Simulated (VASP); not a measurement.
# As (Pm-3m) in VASP: single point with LDA

Aim: the single point of As with LDA.

All numbers are computed with VASP 6.6.1; they aren't measurements. Logs are shortened: lines on timing, memory, paths and dates and some standing lists are left out, and cuts for length are marked.

## (1) The cell of the first run

It takes space group Pm-3m (No. 221, cubic). Conventional cell: a = 2.704 Å, b = 2.704 Å, c = 2.704 Å, α = 90.00°, β = 90.00°, γ = 90.00°. As (site symmetry m-3m) has 6 As at 2.70 Å within 3.6 Å.

## (2) Single point, LDA

The input, INCAR:

```
SYSTEM = As
ALGO = Normal
EDIFF = 1E-6
ENCUT = 520
ISIF = 2
ISMEAR = 0
LASPH = .True.
LCHARG = .False.
LREAL = .False.
LWAVE = .False.
NBANDS = 8
NELM = 100
PREC = Accurate
SIGMA = 0.15
```

The input, KPOINTS:

```
k-points
0
Gamma
  18 18 18
  0 0 0
```

The input, POSCAR:

```
As
1.0
    2.7036817444      0.0000000000      0.0000000000
    0.0000000000      2.7036817444      0.0000000000
    0.0000000000      0.0000000000      2.7036817444
As
1
Direct
    0.5000000000      0.5000000000      0.5000000000
```

Potentials or basis: VASP PAW LDA potentials, release 64 (As).

Run with:

```sh
$ cat potpaw_LDA.64/As/POTCAR > POTCAR
$ mpirun -np 1 vasp_std > vasp.out
```

OUTCAR:

```text
SYSTEM = As
   EDIFF = 1E-6
   ENCUT = 520
   ISIF = 2
   ISMEAR = 0
   LASPH = .True.
   LREAL = .False.
   NELM = 100
   PREC = Accurate

 ion  position               nearest neighbor table
   1  0.500  0.500  0.500-

  LATTYP: Found a simple cubic cell.
 ALAT       =     2.7036817444

  Lattice vectors:

 A1 = (   2.7036817444,   0.0000000000,   0.0000000000)
 A2 = (   0.0000000000,   2.7036817444,   0.0000000000)
 A3 = (   0.0000000000,   0.0000000000,   2.7036817444)

Analysis of symmetry for initial positions (statically):
=====================================================================
 Subroutine PRICEL returns:
 Original cell was already a primitive cell.

 Routine SETGRP: Setting up the symmetry group for a
 simple cubic supercell.

 Subroutine GETGRP returns: Found 48 space group operations
 (whereof 48 operations were pure point group operations)
 out of a pool of 48 trial point group operations.

The static configuration has the point symmetry O_h .

Analysis of symmetry for dynamics (positions and initial velocities):
=====================================================================
 Subroutine PRICEL returns:
 Original cell was already a primitive cell.

 Routine SETGRP: Setting up the symmetry group for a
 simple cubic supercell.

 Subroutine GETGRP returns: Found 48 space group operations
 (whereof 48 operations were pure point group operations)
 out of a pool of 48 trial point group operations.

The dynamic configuration has the point symmetry O_h .

 Subroutine INISYM returns: Found 48 space group operations
 (whereof 48 operations are pure point group operations),
 and found     1 'primitive' translations

----------------------------------------------------------------------------------------

                                     Primitive cell

  volume of cell :      19.7636

  direct lattice vectors                    reciprocal lattice vectors
     2.703681744  0.000000000  0.000000000     0.369866018  0.000000000  0.000000000
     0.000000000  2.703681744  0.000000000     0.000000000  0.369866018  0.000000000
     0.000000000  0.000000000  2.703681744     0.000000000  0.000000000  0.369866018

  length of vectors
     2.703681744  2.703681744  2.703681744     0.369866018  0.369866018  0.369866018

  position of ions in fractional coordinates (direct lattice)
     0.500000000  0.500000000  0.500000000

  ion indices of the primitive-cell ions
   primitive index   ion index
                 1           1

[... 68 lines left out ...]
   LASPH  =      T    aspherical Exc in radial PAW
   ENCUT  =  520.0 eV  38.22 Ry    6.18 a.u.   5.03  5.03  5.03*2*pi/ulx,y,z
   NELM   =    100;   NELMIN=  2; NELMDL= -5     # of ELM steps
   EDIFF  = 0.1E-05   stopping-criterion for ELM
   LREAL  =      F    real-space projection
   EDIFFG = 0.1E-04   stopping-criterion for IOM
   NSW    =      0    number of steps for IOM
   IBRION =     -1    ionic relax: 0-MD 1-quasi-New 2-CG
   NFREE  =      0    steps in history (QN), initial steepest desc. (CG)
   ISIF   =      2    stress and relaxation
   ISYM   =      2    0-nonsym 1-usesym 2-fastsym
   POTIM  = 0.5000    time-step for ionic-motion
   TEBEG  =    0.0;   TEEND  =   0.0 temperature during run
   PSTRESS=    0.0 pullay stress
   NELECT =       5.0000    total number of electrons
   NUPDOWN=      -1.0000    fix difference up-down
   EMIN   =  10.00;   EMAX   =-10.00  energy-range for DOS
   EFERMI =   0.00;   METHOD = LEGACY
   ISMEAR =     0;   SIGMA  =   0.15  broadening in eV -4-tet -1-fermi 0-gaus
   EFERMI_NEDOS =   21; number of points for ismear=-14 and -15
   IALGO  =     38    algorithm
   IMIX   =      4    mixing-type and parameters
     AMIX     =   0.40;   BMIX     =  1.00
     AMIX_MAG =   1.60;   BMIX_MAG =  1.00
  volume/ion in A,a.u.               =      19.76       133.37
  Fermi-wavevector in a.u.,A,eV,Ry     =   1.035403  1.956627 14.586243  1.072059
  Thomas-Fermi vector in A             =   2.169744
   LORBIT       =      0    0 simple, 1 ext, 2 COOP (PROOUT), +10 PAW based schemes
   GGA     = CA    functional components
   LHFCALC =     F    Hartree Fock is set to
   AEXX    =    0.0000 exact exchange contribution
   IVDW    =     0    specifies the selected vdW correction
   LEPSILON=     F    determine dielectric tensor
   LRPA    =     F    only Hartree local field effects (RPA)
 non-spin polarized calculation
 Gauss-broadening in eV      SIGMA  =   0.15
  energy-cutoff  :      520.00
  volume of cell :       19.76
 maximum number of plane-waves:       554
   NGX = 11   NGY = 11   NGZ = 11

 number of electron       5.0000001 magnetization

 Free energy of the ion-electron system (eV)
  ---------------------------------------------------
  ext. energy  EPLUGINS =         0.00000000
  ---------------------------------------------------
  free energy    TOTEN  =        -5.31869373 eV

  energy without entropy =       -5.31397141  energy(sigma->0) =       -5.31633257

 E-fermi :   5.9953     XC(G=0): -10.5905

 val. band max:        5.9772181683   @ k =   0.1667   0.0000   0.0000
 cond. band min:       6.0282471112   @ k =   0.1667   0.0556   0.0000
 fundamental gap:      0.0510289429
 Fermi energy:         5.9953166745

 k-point     1 :       0.0000    0.0000    0.0000
  band No.  band energies     occupation
      1      -9.0438      2.00000
      2      10.0425      0.00000
      3      10.0425      0.00000
      4      10.0425      0.00000
      5      14.5247      0.00000
      6      14.5247      0.00000
      7      16.3570      0.00000
      8      30.8434      0.00000
[... 243 lines left out ...]
 k-point    24 :       0.3333    0.1111    0.0000
  band No.  band energies     occupation
      1      -6.9103      2.00000
      2       1.5667      2.00000
      3       9.3646      0.00000
      4      11.7635      0.00000
      5      17.0288      0.00000
      6      18.2906      0.00000
      7      20.7232      0.00000
      8      22.6586      0.00000

 [... further k-points ...]
[... 5 lines left out ...]
  --------------------------------------------------------------------------------------
  -------------------------------------------------------------------------------------
  Total       -0.3003614     -0.3003614     -0.3003614     -0.0000000      0.0000000     -0.0000000
  in kB      -24.3493862    -24.3493862    -24.3493862     -0.0000000      0.0000000     -0.0000000
  external PRESSURE =     -24.3493862 kB  Pullay stress =       0.0000000 kB

 VOLUME and BASIS-vectors are now :
 -----------------------------------------------------------------------------
  energy-cutoff  :      520.00
  volume of cell :       19.76
      direct lattice vectors                 reciprocal lattice vectors
     2.703681744  0.000000000  0.000000000     0.369866018  0.000000000  0.000000000
     0.000000000  2.703681744  0.000000000     0.000000000  0.369866018  0.000000000
     0.000000000  0.000000000  2.703681744     0.000000000  0.000000000  0.369866018

 POSITION                                       TOTAL-FORCE (eV/Angst)
 -----------------------------------------------------------------------------------
      1.35184      1.35184      1.35184         0.000000      0.000000      0.000000
 -----------------------------------------------------------------------------------
    total drift:                                0.000000      0.000000      0.000000

  FREE ENERGIE OF THE ION-ELECTRON SYSTEM (eV)
  ---------------------------------------------------
  free  energy   TOTEN  =        -5.3186937291 eV

  energy  without entropy=       -5.3139714069  energy(sigma->0) =       -5.31633257
```

stdout:

```text
POSCAR found type information on POSCAR As
 POSCAR found :  1 types and       1 ions
 scaLAPACK will be used
 LDA part: xc-table for (Slater(with rela. corr.)+CA(PZ))
 , standard interpolation
 POSCAR, INCAR and KPOINTS ok, starting setup
 FFT: planning ... GRIDC
 FFT: planning ... GRID_SOFT
 FFT: planning ... GRID
 WAVECAR not read
 entering main loop
```

It took 9.4 s on 1 thread of Intel Xeon Platinum 8488C (Sapphire Rapids), shared host; peak memory 0.14 GiB.

What came out:

| Property | Result |
| --- | --- |
| Free energy | -5.3187 eV |
| Pressure | -2.4 GPa |
